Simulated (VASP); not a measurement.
# LiF (P6_3mc) in VASP: further runs

Runs on LiF. Level: PBE. Tasks: single point.

Everything below comes from runs of VASP 6.6.1. Logs are shortened: lines on timing, memory, paths and dates and some standing lists are left out, and cuts for length are marked.

**1. The cell of the first run**

The structure is hexagonal, space group P6_3mc (No. 186). Conventional cell: a = 3.126 Å, b = 3.126 Å, c = 4.902 Å, α = 90.00°, β = 90.00°, γ = 120.00°. Within 2.2 Å of Li (site symmetry 3m) lie 4 F at 1.65 to 1.98 Å. F (site symmetry 3m) has 4 Li at 1.65 to 1.98 Å within 2.2 Å.

**2. Single point, PBE**

File INCAR:

```
SYSTEM = LiF
PREC = Accurate
ENCUT = 520
EDIFF = 1E-6
ISMEAR = 0
SIGMA = 0.05
LREAL = .False.
LASPH = .True.
NELM = 60
ALGO = Normal
ISIF = 2
LWAVE = .False.
LCHARG = .True.
GGA = PE
LELF = .True.
LVHAR = .True.
NBANDS = 18
```

File KPOINTS:

```
regular mesh
0
Gamma
  9 9 6
  0 0 0
```

File POSCAR:

```
LiF
1.0
    3.1259140087      0.0000000000      0.0000000000
   -1.5629570043      2.7071209416      0.0000000000
    0.0000000000      0.0000000000      4.9018781194
Li F
2 2
Direct
    0.3333333333      0.6666666667      0.3300704633
    0.6666666667      0.3333333333      0.8300704633
    0.3333333333      0.6666666667      0.9939266766
    0.6666666667      0.3333333333      0.4939266766
```

Potentials or basis: VASP PAW PBE potentials, release 64 (Li_sv, F).

The run is started by

```sh
cat potpaw_PBE.64/Li_sv/POTCAR potpaw_PBE.64/F/POTCAR > POTCAR
mpirun -np 1 vasp_std > vasp.out
```

OUTCAR:

```text
SYSTEM = LiF
   PREC = Accurate
   ENCUT = 520
   EDIFF = 1E-6
   ISMEAR = 0
   LREAL = .False.
   LASPH = .True.
   NELM = 60
   ISIF = 2
   GGA = PE

 ion  position               nearest neighbor table
   1  0.333  0.667  0.330-   3 1.65   4 1.98   4 1.98   4 1.98
   2  0.667  0.333  0.830-   4 1.65   3 1.98   3 1.98   3 1.98
   3  0.333  0.667  0.994-   1 1.65   2 1.98   2 1.98   2 1.98
   4  0.667  0.333  0.494-   2 1.65   1 1.98   1 1.98   1 1.98

  LATTYP: Found a hexagonal cell.
 ALAT       =     3.1259140087
 C/A-ratio  =     1.5681423436

  Lattice vectors:

 A1 = (   3.1259140087,   0.0000000000,   0.0000000000)
 A2 = (  -1.5629570043,   2.7071209416,   0.0000000000)
 A3 = (   0.0000000000,   0.0000000000,   4.9018781194)

Analysis of symmetry for initial positions (statically):
=====================================================================
 Subroutine PRICEL returns:
 Original cell was already a primitive cell.

 Routine SETGRP: Setting up the symmetry group for a
 hexagonal supercell.

 Subroutine GETGRP returns: Found 12 space group operations
 (whereof  6 operations were pure point group operations)
 out of a pool of 24 trial point group operations.

The static configuration has the point symmetry C_3v.
 The point group associated with its full space group is C_6v.

Analysis of symmetry for dynamics (positions and initial velocities):
=====================================================================
 Subroutine PRICEL returns:
 Original cell was already a primitive cell.

 Routine SETGRP: Setting up the symmetry group for a
 hexagonal supercell.

 Subroutine GETGRP returns: Found 12 space group operations
 (whereof  6 operations were pure point group operations)
 out of a pool of 24 trial point group operations.

The dynamic configuration has the point symmetry C_3v.
 The point group associated with its full space group is C_6v.

 Subroutine INISYM returns: Found 12 space group operations
 (whereof  6 operations are pure point group operations),
 and found     1 'primitive' translations

----------------------------------------------------------------------------------------

                                     Primitive cell

  volume of cell :      41.4808
[... 83 lines left out ...]
 SYSTEM =  LiF
   PREC   = accura    normal or accurate (medium, high low for compatibility)
   ISTART =      0    job   : 0-new  1-cont  2-samecut
   ICHARG =      2    charge: 1-file 2-atom 10-const
   ISPIN  =      1    spin polarized calculation?
   LNONCOLLINEAR =      F non collinear calculations
   LSORBIT =      F    spin-orbit coupling
   LASPH  =      T    aspherical Exc in radial PAW
   ENCUT  =  520.0 eV  38.22 Ry    6.18 a.u.   5.81  5.81  9.11*2*pi/ulx,y,z
   NELM   =     60;   NELMIN=  2; NELMDL= -5     # of ELM steps
   EDIFF  = 0.1E-05   stopping-criterion for ELM
   LREAL  =      F    real-space projection
[... 7 lines left out ...]
   TEBEG  =    0.0;   TEEND  =   0.0 temperature during run
   PSTRESS=    0.0 pullay stress
   NELECT =      20.0000    total number of electrons
   NUPDOWN=      -1.0000    fix difference up-down
   EMIN   =  10.00;   EMAX   =-10.00  energy-range for DOS
   EFERMI =   0.00;   METHOD = LEGACY
   ISMEAR =     0;   SIGMA  =   0.05  broadening in eV -4-tet -1-fermi 0-gaus
   EFERMI_NEDOS =   21; number of points for ismear=-14 and -15
   IALGO  =     38    algorithm
   IMIX   =      4    mixing-type and parameters
     AMIX     =   0.40;   BMIX     =  1.00
     AMIX_MAG =   1.60;   BMIX_MAG =  1.00
  volume/ion in A,a.u.               =      10.37        69.98
  Fermi-wavevector in a.u.,A,eV,Ry     =   1.283716  2.425872 22.421420  1.647928
  Thomas-Fermi vector in A             =   2.415953
   LORBIT       =      0    0 simple, 1 ext, 2 COOP (PROOUT), +10 PAW based schemes
   GGA     = PE    functional components
   LHFCALC =     F    Hartree Fock is set to
   AEXX    =    0.0000 exact exchange contribution
   IVDW    =     0    specifies the selected vdW correction
   LEPSILON=     F    determine dielectric tensor
   LRPA    =     F    only Hartree local field effects (RPA)
 non-spin polarized calculation
 Gauss-broadening in eV      SIGMA  =   0.05
  energy-cutoff  :      520.00
  volume of cell :       41.48
 maximum number of plane-waves:      1140
 NGX is ok and might be reduce to    24

 number of electron      19.9999978 magnetization

 Free energy of the ion-electron system (eV)
  ---------------------------------------------------
  ext. energy  EPLUGINS =         0.00000000
  ---------------------------------------------------
  free energy    TOTEN  =       -18.99838809 eV

  energy without entropy =      -18.99838809  energy(sigma->0) =      -18.99838809

 E-fermi :  -2.3947     XC(G=0):  -8.6206

 val. band max:       -2.7225491259   @ k =   0.0000   0.0000   0.0000
 cond. band min:       4.8378628425   @ k =   0.0000   0.0000   0.0000
 fundamental gap:      7.5604119684
 Fermi energy:        -2.3947474636

 k-point     1 :       0.0000    0.0000    0.0000
  band No.  band energies     occupation
      1     -43.1903      2.00000
      2     -43.1479      2.00000
      3     -22.0455      2.00000
      4     -21.9436      2.00000
      5      -4.5624      2.00000
      6      -3.0428      2.00000
[... 481 lines left out ...]
      5      -4.4314      2.00000
      6      -4.0000      2.00000
[... 10 lines left out ...]
     17      15.8483      0.00000
     18      17.6707      0.00000

 [... further k-points ...]

------------------------ aborting loop because EDIFF is reached ----------------------------------------

  FORCE on cell =-STRESS in cart. coord.  units (eV):
  Direction    XX          YY          ZZ          XY          YZ          ZX
  --------------------------------------------------------------------------------------
  -------------------------------------------------------------------------------------
  Total       -0.6249883     -0.6249883      3.8790314     -0.0000000      0.0000000      0.0000000
  in kB      -24.1398876    -24.1398876    149.8258276     -0.0000000      0.0000000      0.0000000
  external PRESSURE =      33.8486841 kB  Pullay stress =       0.0000000 kB

 VOLUME and BASIS-vectors are now :
 -----------------------------------------------------------------------------
  energy-cutoff  :      520.00
  volume of cell :       41.48
      direct lattice vectors                 reciprocal lattice vectors
     3.125914009  0.000000000  0.000000000     0.319906433  0.184698065  0.000000000
    -1.562957004  2.707120942  0.000000000     0.000000000  0.369396130  0.000000000
     0.000000000  0.000000000  4.901878119     0.000000000  0.000000000  0.204003440

 POSITION                                       TOTAL-FORCE (eV/Angst)
 -----------------------------------------------------------------------------------
     -0.00000      1.80475      1.61797         0.000000      0.000000      1.556187
      1.56296      0.90237      4.06890         0.000000     -0.000000      1.556187
     -0.00000      1.80475      4.87211         0.000000      0.000000     -1.556187
      1.56296      0.90237      2.42117        -0.000000     -0.000000     -1.556187
 -----------------------------------------------------------------------------------
    total drift:                               -0.000001     -0.000002     -0.006129

  FREE ENERGIE OF THE ION-ELECTRON SYSTEM (eV)
  ---------------------------------------------------
  free  energy   TOTEN  =       -18.9983880905 eV

  energy  without entropy=      -18.9983880905  energy(sigma->0) =      -18.99838809
```

OSZICAR:

```text
N       E                     dE             d eps       ncg     rms          rms(c)
DAV:   1     0.122894113972E+03    0.12289E+03   -0.10851E+04  1728   0.121E+03
DAV:   2    -0.987696161715E+01   -0.13277E+03   -0.12963E+03  1960   0.298E+02
DAV:   3    -0.204043220489E+02   -0.10527E+02   -0.10463E+02  3158   0.626E+01
DAV:   4    -0.205343741427E+02   -0.13005E+00   -0.12986E+00  2222   0.804E+00
DAV:   5    -0.205360314446E+02   -0.16573E-02   -0.16567E-02  2298   0.722E-01    0.760E+00
DAV:   6    -0.189325423573E+02    0.16035E+01   -0.46090E+00  1850   0.159E+01    0.234E+00
DAV:   7    -0.189590987883E+02   -0.26556E-01   -0.14919E-01  1954   0.262E+00    0.154E+00
DAV:   8    -0.189985787099E+02   -0.39480E-01   -0.70963E-02  1954   0.259E+00    0.403E-01
DAV:   9    -0.189972191523E+02    0.13596E-02   -0.88950E-03  2382   0.767E-01    0.106E-01
DAV:  10    -0.189983707496E+02   -0.11516E-02   -0.14060E-03  1916   0.275E-01    0.285E-02
DAV:  11    -0.189983845980E+02   -0.13848E-04   -0.42479E-05  2332   0.618E-02    0.753E-03
DAV:  12    -0.189983876343E+02   -0.30363E-05   -0.84320E-06  1896   0.246E-02    0.278E-03
DAV:  13    -0.189983880905E+02   -0.45611E-06   -0.51014E-07  1928   0.597E-03
   1 F= -.18998388E+02 E0= -.18998388E+02  d E =-.267398E-22
```

stdout:

```text
POSCAR found type information on POSCAR LiF
 POSCAR found :  2 types and       4 ions
 scaLAPACK will be used
 LDA part: xc-table for (Slater+PW92), standard interpolation
 POSCAR, INCAR and KPOINTS ok, starting setup
 FFT: planning ... GRIDC
 FFT: planning ... GRID_SOFT
 FFT: planning ... GRID
 WAVECAR not read
 entering main loop
```

Wall time 40 s (1 thread of Intel Xeon 8259CL, shared host); peak memory 0.16 GiB.

Results:

* Free energy: -18.9984 eV
* Largest force: 1.556 eV/Å
* Band gap on the k mesh: 7.56 eV

Forces on the atoms (eV/Å):
```
Li   0.000  0.000  1.556
Li   0.000  0.000  1.556
F    0.000  0.000 -1.556
F    0.000  0.000 -1.556
```

Caveat: the cutoff is under 1.25 times the usual one of these potentials, so pressure, stress and relaxed cells hold a basis-set (Pulay) error; forces of over 1 eV/Å act on the atoms, so gaps and moduli don't describe the material at rest.

**3. Single point, PBE**

This run uses another cell than the first one, of the same volume but with other edges.

File INCAR:

```
PREC = Accurate
ENCUT = 520
EDIFF = 1E-7
ISMEAR = 0
SIGMA = 0.05
LREAL = F
LASPH = T
NELM = 80
ALGO = Normal
ISIF = 2
LWAVE = F
LCHARG = F
GGA = PE
NBANDS = 18
```

File KPOINTS:

```
Automatic mesh
0
Gamma
  9 9 6
```

File POSCAR:

```
LiF
1.0
    3.1775711328      0.0000000000      0.0000000000
   -1.5887855664      2.7518573233      0.0000000000
    0.0000000000      0.0000000000      4.7437959441
Li F
2 2
Direct
    0.3333333333      0.6666666667      0.4014716674
    0.6666666667      0.3333333333      0.9014716674
    0.3333333333      0.6666666667      0.9939266766
    0.6666666667      0.3333333333      0.4939266766
```

Potentials or basis: VASP PAW PBE potentials, release 64 (Li_sv, F).

The run is started by

```sh
cat potpaw_PBE.64/Li_sv/POTCAR potpaw_PBE.64/F/POTCAR > POTCAR
mpirun -np 1 vasp_std > vasp.out
```

Wall time 41 s (1 thread of Intel Xeon 8259CL, shared host); peak memory 0.16 GiB.

Results (log left out):

- Free energy: -19.2906 eV
- Largest force: 0.078 eV/Å
- Band gap on the k mesh: 7.45 eV

Forces in eV/Å, atoms in the order of the input:
```
Li   0.000  0.000 -0.078
Li   0.000  0.000 -0.078
F    0.000  0.000  0.078
F    0.000  0.000  0.078
```

Levels at points of the mesh, in eV from the valence-band top:
| k point | band 7 | band 8 | band 9 | band 10 | band 11 | band 12 | band 13 | band 14 |
| --- | --- | --- | --- | --- | --- | --- | --- | --- |
| (0.00, 0.00, 0.00) | -0.68 | -0.32 | -0.32 | 0.00 | 7.45 | 11.97 | 14.97 | 17.68 |
| (0.00, 0.00, 0.50) | -0.50 | -0.50 | -0.50 | -0.50 | 9.23 | 9.23 | 17.41 | 17.41 |

Caveat: the cutoff is under 1.25 times the usual one of these potentials, so pressure, stress and relaxed cells hold a basis-set (Pulay) error. A k mesh can miss the band edges.

**4. Single point, PBE**

File INCAR:

```
SYSTEM = LiF
PREC = Accurate
ENCUT = 520
EDIFF = 1E-7
ISMEAR = 0
SIGMA = 0.05
LREAL = .FALSE.
LASPH = .TRUE.
NELM = 100
ALGO = Normal
ISIF = 2
LWAVE = .FALSE.
LCHARG = .FALSE.
GGA = PE
NBANDS = 18
```

File KPOINTS:

```
Automatic mesh
0
G
  9 9 6
  0 0 0
```

File POSCAR:

```
LiF
1.0
    3.1427330808      0.0000000000      0.0000000000
   -1.5713665404      2.7216866853      0.0000000000
    0.0000000000      0.0000000000      4.8495514170
Li F
2 2
Direct
    0.3333333333      0.6666666667      0.3606709794
    0.6666666667      0.3333333333      0.8606709794
    0.3333333333      0.6666666667      0.9939266766
    0.6666666667      0.3333333333      0.4939266766
```

The run is started by

```sh
cat potpaw_PBE.64/Li_sv/POTCAR potpaw_PBE.64/F/POTCAR > POTCAR
mpirun -np 1 vasp_std > vasp.out
```

It took 45 s on 1 thread of Intel Xeon 8259CL, shared host; peak memory 0.16 GiB.

It converged, with:

```
Free energy            : -19.2507 eV
Largest force          : 0.472 eV/Å
Band gap on the k mesh : 7.67 eV
```

Forces in eV/Å, atoms in the order of the input:
```
Li   0.000  0.000  0.472
Li   0.000  0.000  0.472
F    0.000  0.000 -0.472
F    0.000  0.000 -0.472
```

Levels at points of the mesh, in eV from the valence-band top:
```
           k point  band 7  band 8  band 9  band 10  band 11  band 12  band 13  band 14
(0.00, 0.00, 0.00)   -0.33    0.00    0.00     0.00     7.67    11.96    14.98    18.27
(0.00, 0.00, 0.50)   -0.16   -0.16   -0.16    -0.16     9.29     9.29    17.68    17.68
```

Caveat: the cutoff is under 1.25 times the usual one of these potentials, so pressure, stress and relaxed cells hold a basis-set (Pulay) error. A k mesh can miss the band edges.

**5. Overview**

```csv
cell,gap on the mesh (eV),largest force (eV/Å)
"a = 3.126, b = 3.126, c = 4.902 Å, angles 90.0, 90.0, 120.0°, 4 atoms, atomic positions A",7.56,1.56
"a = 3.178, b = 3.178, c = 4.744 Å, angles 90.0, 90.0, 120.0°, 4 atoms, atomic positions B",7.45,0.08
"a = 3.143, b = 3.143, c = 4.850 Å, angles 90.0, 90.0, 120.0°, 4 atoms, atomic positions C",7.67,0.47
```

Alike in all rows: task single point; level PBE; potentials or basis VASP PAW PBE potentials, release 64 (Li_sv, F); no spin polarisation; k mesh 9 × 9 × 6; cutoff (eV) 520; smearing gaussian 0.05 eV.

Caveats: the cutoff is under 1.25 times the usual one of these potentials, so pressure, stress and relaxed cells hold a basis-set (Pulay) error; forces of over 1 eV/Å act on the atoms, so gaps and moduli don't describe the material at rest (at least some runs).

Total energies depend on the potentials used, so only differences within one code and one set of settings carry meaning.
